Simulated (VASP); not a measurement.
# Na2S (Fm-3m) in VASP: settings compared, part 2 of 2

VASP 6.6.1. The steps go on from the part before.

### 4 Single point, HSE06

POSCAR

```
Na2S
1.0
    0.0000000000      3.2559887700      3.2559887700
    3.2559887700      0.0000000000      3.2559887700
    3.2559887700      3.2559887700      0.0000000000
Na S
2 1
Direct
    0.2500000000      0.2500000000      0.2500000000
    0.7500000000      0.7500000000      0.7500000000
    0.0000000000      0.0000000000      0.0000000000
```

INCAR.step1

```
SYSTEM = Na2S
PREC = Accurate ; ENCUT = 400
EDIFF = 1E-5 ; ISMEAR = -1
SIGMA = 0.02 ; LREAL = .FALSE.
LASPH = .TRUE. ; NELM = 120
ALGO = Normal ; ISIF = 2
LWAVE = .TRUE. ; LCHARG = .FALSE.
GGA = PE ; NBANDS = 17
GGA_COMPAT = .FALSE.
```

INCAR.step2

```
SYSTEM = Na2S
PREC = Accurate ; ENCUT = 400
EDIFF = 1E-6 ; ISMEAR = -1
SIGMA = 0.02 ; LREAL = .FALSE.
LASPH = .TRUE. ; NELM = 120
ALGO = Normal ; ISIF = 2
LWAVE = .FALSE. ; LCHARG = .FALSE.
GGA = PE ; LHFCALC = .TRUE.
HFSCREEN = 0.2079 ; PRECFOCK = Normal
ISTART = 1 ; NBANDS = 17
GGA_COMPAT = .FALSE.
```

KPOINTS

```
regular mesh
0
G
  6 6 6
  0 0 0
```

Potentials or basis: VASP PAW PBE potentials, release 64 (Na_pv, S).

Command:

```console
$ cat potpaw_PBE.64/Na_pv/POTCAR potpaw_PBE.64/S/POTCAR > POTCAR
$ cp INCAR.step1 INCAR
$ mpirun -np 1 vasp_std > vasp.out
$ cp INCAR.step2 INCAR
$ mpirun -np 1 vasp_std > vasp.out
```

OUTCAR:

```text
SYSTEM = Na2S
   PREC = Accurate
   ENCUT = 400
   EDIFF = 1E-6
   ISMEAR = -1
   LREAL = .FALSE.
   LASPH = .TRUE.
   NELM = 120
   ISIF = 2
   GGA = PE
   LHFCALC = .TRUE.
   HFSCREEN = 0.2079
   PRECFOCK = Normal
   ISTART = 1

 ion  position               nearest neighbor table
   1  0.250  0.250  0.250-
   2  0.750  0.750  0.750-
   3  0.000  0.000  0.000-

  LATTYP: Found a face centered cubic cell.
 ALAT       =     6.5119775400

[... 508 lines left out ...]

  FORCE on cell =-STRESS in cart. coord.  units (eV):
  Direction    XX          YY          ZZ          XY          YZ          ZX
  --------------------------------------------------------------------------------------
  -------------------------------------------------------------------------------------
  Total       -0.0023205     -0.0023205     -0.0023205      0.0000000      0.0000000      0.0000000
  in kB       -0.0538531     -0.0538531     -0.0538531      0.0000000      0.0000000      0.0000000
  external PRESSURE =      -0.0538531 kB  Pullay stress =       0.0000000 kB

 VOLUME and BASIS-vectors are now :
 -----------------------------------------------------------------------------
  energy-cutoff  :      400.00
  volume of cell :       69.04
      direct lattice vectors                 reciprocal lattice vectors
     0.000000000  3.255988770  3.255988770    -0.153563183  0.153563183  0.153563183
     3.255988770  0.000000000  3.255988770     0.153563183 -0.153563183  0.153563183
     3.255988770  3.255988770  0.000000000     0.153563183  0.153563183 -0.153563183

 POSITION                                       TOTAL-FORCE (eV/Angst)
 -----------------------------------------------------------------------------------
      1.62799      1.62799      1.62799        -0.000000     -0.000000     -0.000000
      4.88398      4.88398      4.88398         0.000000      0.000000      0.000000
      0.00000      0.00000      0.00000        -0.000000      0.000000     -0.000000
 -----------------------------------------------------------------------------------
    total drift:                               -0.000002      0.000001     -0.000000

  FREE ENERGIE OF THE ION-ELECTRON SYSTEM (eV)
  ---------------------------------------------------
  free  energy   TOTEN  =       -11.5037864025 eV

  energy  without entropy=      -11.5037864025  energy(sigma->0) =      -11.50378640
```

Run time: 1.5 h. Hardware: 1 thread of Intel Xeon 8259CL, shared host; peak memory 0.28 GiB.

What came out:

```yaml
Free_energy: -11.5038 eV
Pressure: 0.0 GPa
Band_gap_on_the_k_mesh: 3.51 eV
```

Caveat: the PAW data sets were made with another functional, which shifts forces and pressure a little.

### 5 Relaxation of the atoms, r2SCAN

This run uses another cell than the first one, of 23.93 Å³/atom.

POSCAR

```
Na2S
1.0
    0.0000000000      3.2988356400      3.2988356400
    3.2988356400      0.0000000000      3.2988356400
    3.2988356400      3.2988356400      0.0000000000
Na S
2 1
Direct
    0.2500000000      0.2500000000      0.2500000000
    0.7500000000      0.7500000000      0.7500000000
    0.0000000000      0.0000000000      0.0000000000
```

INCAR.step1

```
ALGO = Normal ; EDIFF = 1E-5
EDIFFG = -0.01 ; ENCUT = 500
GGA = PE ; GGA_COMPAT = F
IBRION = 2 ; ISMEAR = -1
LASPH = T ; LCHARG = F
LREAL = F ; LWAVE = T
NELM = 120 ; NELMIN = 4
NSW = 100 ; PREC = Accurate
SIGMA = 0.02
```

INCAR.step2

```
ALGO = Normal ; EDIFF = 1E-7
EDIFFG = -0.01 ; ENCUT = 500
GGA_COMPAT = F ; IBRION = 2
ISIF = 2 ; ISMEAR = -1
ISTART = 1 ; LASPH = T
LCHARG = F ; LMIXTAU = T
LREAL = F ; LWAVE = F
METAGGA = R2SCAN ; NELM = 120
NELMIN = 4 ; NSW = 50
PREC = Accurate ; SIGMA = 0.02
```

KPOINTS

```
k-points
0
Gamma
  8 8 8
```

Command:

```console
$ cat potpaw_PBE.64/Na_pv/POTCAR potpaw_PBE.64/S/POTCAR > POTCAR
$ cp INCAR.step1 INCAR
$ mpirun -np 1 vasp_std > vasp.out
$ cp INCAR.step2 INCAR
$ mpirun -np 1 vasp_std > vasp.out
```

Run time: 60 s. Hardware: 1 thread of Intel Xeon 6975P-C (Granite Rapids), shared host; peak memory 0.21 GiB.

The run converged. Its results:

```yaml
Free_energy: -18.9543 eV
Pressure_after_relaxing: -1.3 GPa
Band_gap_on_the_k_mesh: 2.98 eV
```

Final structure:
```yaml
crystal:
  lattice:
    - [0.00000, 3.29884, 3.29884]
    - [3.29884, 0.00000, 3.29884]
    - [3.29884, 3.29884, 0.00000]
  atoms:
    - { symbol: Na, position: [0.25000, 0.25000, 0.25000] }
    - { symbol: Na, position: [0.75000, 0.75000, 0.75000] }
    - { symbol: S, position: [0.00000, 0.00000, 0.00000] }
```

Levels at points of the mesh, in eV from the valence-band top:
```tsv
k point	band 7	band 8	band 9	band 10	band 11	band 12	band 13	band 14
(0.00, 0.00, 0.00)	-10.52	0.00	0.00	0.00	2.98	8.33	8.33	8.33
(0.50, 0.00, 0.00)	-10.29	-1.56	-0.12	-0.12	5.39	6.81	7.60	7.60
(0.50, 0.50, 0.00)	-10.22	-1.38	-0.44	-0.44	4.18	6.65	9.11	10.34
```

Caveat: the relaxation stopped at its first step, so nothing moved; the PAW data sets were made with another functional, which shifts forces and pressure a little. A k mesh can miss the band edges.

### 6 Relaxation of the atoms, r2SCAN

This run uses another cell than the first one, of 24.39 Å³/atom.

POSCAR

```
Na2S
1.0
    0.0000000000      3.3198479000      3.3198479000
    3.3198479000      0.0000000000      3.3198479000
    3.3198479000      3.3198479000      0.0000000000
Na S
2 1
Direct
    0.2500000000      0.2500000000      0.2500000000
    0.7500000000      0.7500000000      0.7500000000
    0.0000000000      0.0000000000      0.0000000000
```

INCAR.step1

```
PREC     = Accurate       # precision mode
ENCUT    = 500            # plane-wave cutoff, eV
ISMEAR   = -1             # smearing method
SIGMA    = 0.02           # smearing width, eV
LREAL    = False          # projectors in reciprocal space
LASPH    = True           # aspherical terms in the spheres
NELM     = 120            # most SCF steps
GGA      = PE             # functional
ALGO     = Normal         # electronic algorithm
EDIFF    = 1E-5           # SCF threshold, eV
LWAVE    = True           # write WAVECAR
LCHARG   = False          # write CHGCAR
GGA_COMPAT= False        
IBRION   = 2              # ionic algorithm
EDIFFG   = -0.01          # ionic threshold
NELMIN   = 4            
NSW      = 100            # ionic steps
```

INCAR.step2

```
PREC     = Accurate       # precision mode
ENCUT    = 500            # plane-wave cutoff, eV
EDIFF    = 1E-7           # SCF threshold, eV
ISMEAR   = -1             # smearing method
SIGMA    = 0.02           # smearing width, eV
LREAL    = False          # projectors in reciprocal space
LASPH    = True           # aspherical terms in the spheres
NELM     = 120            # most SCF steps
ALGO     = Normal         # electronic algorithm
ISIF     = 2              # what is computed and relaxed
LWAVE    = False          # write WAVECAR
LCHARG   = False          # write CHGCAR
METAGGA  = R2SCAN         # meta-GGA
LMIXTAU  = True         
IBRION   = 2              # ionic algorithm
NSW      = 50             # ionic steps
EDIFFG   = -0.01          # ionic threshold
ISTART   = 1            
GGA_COMPAT= False        
NELMIN   = 4
```

KPOINTS

```
regular mesh
0
Gamma
  8 8 8
```

Potentials or basis: VASP PAW PBE potentials, release 64 (Na_pv, S).

Command:

```console
$ cat potpaw_PBE.64/Na_pv/POTCAR potpaw_PBE.64/S/POTCAR > POTCAR
$ cp INCAR.step1 INCAR
$ mpirun -np 1 vasp_std > vasp.out
$ cp INCAR.step2 INCAR
$ mpirun -np 1 vasp_std > vasp.out
```

It took 65 s on 1 thread of Intel Xeon 6975P-C (Granite Rapids), shared host; peak memory 0.2 GiB.

The run converged. Its results:

* Free energy: -18.9407 eV
* Pressure after relaxing: -1.8 GPa
* Band gap on the k mesh: 2.91 eV

Final structure:
```
Na S
1.0
     0.00000    3.31985    3.31985
     3.31985    0.00000    3.31985
     3.31985    3.31985    0.00000
Na S
2 1
Direct
  0.25000 0.25000 0.25000
  0.75000 0.75000 0.75000
  0.00000 0.00000 0.00000
```

Levels at points of the mesh, in eV from the valence-band top:
| k point | band 6 | band 7 | band 8 | band 9 | band 10 | band 11 | band 12 | band 13 | band 14 |
| --- | --- | --- | --- | --- | --- | --- | --- | --- | --- |
| (0.00, 0.00, 0.00) | -23.12 | -10.50 | 0.00 | 0.00 | 0.00 | 2.91 | 8.26 | 8.26 | 8.26 |
| (0.50, 0.00, 0.00) | -23.14 | -10.28 | -1.53 | -0.12 | -0.12 | 5.31 | 6.73 | 7.56 | 7.56 |
| (0.50, 0.50, 0.00) | -23.11 | -10.21 | -1.36 | -0.43 | -0.43 | 4.16 | 6.59 | 8.95 | 10.22 |

Caveat: the relaxation stopped at its first step, so nothing moved; the PAW data sets were made with another functional, which shifts forces and pressure a little. r2SCAN opens gaps a little over a GGA but as a rule still falls short of measured ones.

### 7 The runs side by side

| task | level | cell | k mesh | cutoff (eV) | grid for exact exchange (PRECFOCK) | share of exact exchange | screening parameter | gap on the mesh (eV) | pressure (GPa) |
| --- | --- | --- | --- | --- | --- | --- | --- | --- | --- |
| relaxation of the atoms | r2SCAN | atoms relaxed from a = 4.605 Å, angles 60.0°, 3 atoms | 8 × 8 × 8 | 500 | - | - | - | 3.11 | -0.1 |
| relaxation of the atoms | r2SCAN | atoms relaxed from a = 4.635 Å, angles 60.0°, 3 atoms | 8 × 8 × 8 | 500 | - | - | - | 3.04 | -0.7 |
| single point | HSE06 | a = 4.605 Å, angles 60.0°, 3 atoms | 6 × 6 × 6 | 400 | Normal | 0.25 | 0.2079 1/Å | 3.51 | 0.0 |
| relaxation of the atoms | r2SCAN | atoms relaxed from a = 4.665 Å, angles 60.0°, 3 atoms | 8 × 8 × 8 | 500 | - | - | - | 2.98 | -1.3 |
| relaxation of the atoms | r2SCAN | atoms relaxed from a = 4.695 Å, angles 60.0°, 3 atoms | 8 × 8 × 8 | 500 | - | - | - | 2.91 | -1.8 |

Alike in all rows: potentials or basis VASP PAW PBE potentials, release 64 (Na_pv, S); no spin polarisation; smearing fermi-dirac 0.02 eV.

Caveats: the PAW data sets were made with another functional, which shifts forces and pressure a little; the relaxation stopped at its first step, so nothing moved (at least some runs).

Absolute energies hang on the potentials; compare differences alone.
